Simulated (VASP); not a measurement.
TiO2: single point with PBE+U

Crystal: TiO2.

```
Ti O
1.0
    -1.86802    1.86802    5.10493
     1.86802   -1.86802    5.10493
     1.86802    1.86802   -5.10493
Ti O
2 4
Direct
  0.00000 0.00000 0.00000
  0.75000 0.25000 0.50000
  0.20012 0.20012 0.00000
  0.95012 0.45012 0.50000
  0.54988 0.04988 0.50000
  0.79988 0.79988 0.00000
```

This cell differs from its parent crystal: atoms shifted along a free coordinate, c/a of the conventional cell at fixed volume 2.7328.

```
Program             : VASP 6.6.1
Task                : single point
Functional          : PBE
Potentials or basis : VASP PAW PBE potentials, release 64 (Ti_sv, O)
Cutoff              : 520 eV
k mesh              : 8 × 8 × 8
Occupations         : gaussian, width 0.05 eV
Spin                : no spin polarisation
Hubbard terms       : Ti d U = 4.0 eV
```

```yaml
Pressure: 6.2 GPa
Largest_force: 0.165 eV/Å
Band_gap_on_the_k_mesh: 2.90 eV (least direct gap 3.10 eV)
```

Forces in eV/Å, atoms in the order of the input:
```
Ti   0.000  0.000  0.000
Ti   0.000  0.000  0.000
O    0.000  0.000  0.165
O    0.000  0.000  0.165
O    0.000  0.000 -0.165
O    0.000  0.000 -0.165
```

Stress tensor (GPa, compression positive):
```
8.88 0.00 0.00
0.00 8.88 0.00
0.00 0.00 0.94
```

Levels at points of the mesh, in eV from the valence-band top:
```csv
k point,band 21,band 22,band 23,band 24,band 25,band 26,band 27,band 28
"(0.00, 0.00, 0.00)",-0.83,-0.83,-0.27,-0.27,2.90,3.44,4.82,4.82
"(0.50, 0.00, 0.00)",-1.66,-0.82,-0.69,-0.69,3.93,3.95,3.97,4.26
"(0.50, 0.50, 0.00)",-1.77,-1.77,-0.10,-0.10,3.63,3.63,4.10,4.10
"(0.50, 0.50, 0.50)",-1.14,-1.14,-0.01,-0.01,3.16,3.16,4.50,4.50
```

Eigenvalues of the final occupation matrices:
| site | spin | trace | eigenvalues |
| --- | --- | --- | --- |
| site 1 d | 1 | 0.80 | 0.11 0.11 0.11 0.23 0.26 |
| site 1 d | 2 | 0.80 | 0.11 0.11 0.11 0.23 0.26 |
| site 2 d | 1 | 0.80 | 0.11 0.11 0.11 0.23 0.26 |
| site 2 d | 2 | 0.80 | 0.11 0.11 0.11 0.23 0.26 |

Wall time 5.9 min on 1 thread of AMD EPYC 9R14 (Zen 4) (shared host), peak memory 0.34 GiB.

Caveat: the cell stands under pressure. A k mesh can miss the band edges.
